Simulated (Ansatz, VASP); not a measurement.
# Two plane-wave programs on BN

```xyz
2
Lattice="0.0000 1.8641 1.7150 1.8641 0.0000 1.7150 1.8641 1.8641 0.0000" Properties=species:S:1:pos:R:3 pbc="T T T"
B     0.0000    0.0000    0.0000
N     2.7961    2.7961    2.5725
```

Alike in both runs: task single point; functional LDA; k mesh 12 × 12 × 12; occupations gaussian, width 0.05 eV; no spin polarisation.

|  | VASP | Ansatz |
| --- | --- | --- |
| version | VASP 6.6.1 | Ansatz 0.2.0 |
| potentials or method | VASP PAW LDA potentials, release 64 (B, N), cutoff 520 eV | scalar-relativistic, plane waves, PAW |
| valence electrons in the cell | 8 | 8 |

Ansatz gave:

| Property | Result |
| --- | --- |
| gap on the k mesh at the Fermi level (eV) | 2.98 |
| least direct gap on the mesh (eV) | 7.84 |
| pressure (GPa) | -14.3 |
| traceless stress, the component that is largest in VASP (GPa) | 30.09 |

Problem. What did VASP give for the same quantities?

Solution. gap on the k mesh at the Fermi level (eV): 2.97; least direct gap on the mesh (eV): 7.83; pressure (GPa): -13.5; traceless stress, the component that is largest in VASP (GPa): 30.07.

LDA's correlation is that of Perdew and Zunger in VASP and of Perdew and Wang (1992) in Ansatz.
